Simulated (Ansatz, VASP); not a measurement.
## Ru: VASP beside Ansatz

```
Ru
1.0
     0.00000    1.88289    1.88289
     1.88289    0.00000    1.88289
     1.88289    1.88289    0.00000
Ru
1
Direct
  0.00000 0.00000 0.00000
```

Alike in both runs: functional PBEsol; k mesh 8 × 8 × 8; occupations gaussian, width 0.1 eV; no spin polarisation.

Ansatz relaxed the structure, and its values are those at the end. VASP's run is a single point on that final structure, the one shown.

|  | VASP | Ansatz |
| --- | --- | --- |
| version | VASP 6.6.1 | Ansatz 0.2.0 |
| potentials or method | VASP PAW PBE potentials, release 64 (Ru_pv), cutoff 500 eV | scalar-relativistic, plane waves, PAW |
| valence electrons in the cell | 14 | 16 |

```csv
,VASP,Ansatz,Ansatz less VASP
gap on the k mesh at the Fermi level (eV),none,none,-
pressure (GPa),-0.3,-0.3,+0.04
```

VASP's potentials were made for PBE, not for PBEsol. A gap of «none» marks a metal or a gap that the smearing closes. VASP's potentials hold 14 valence electrons a cell and Ansatz's 16, so a difference there can come from the potentials and not from the codes.

The k mesh is coarse, so the values compare programs but aren't converged.
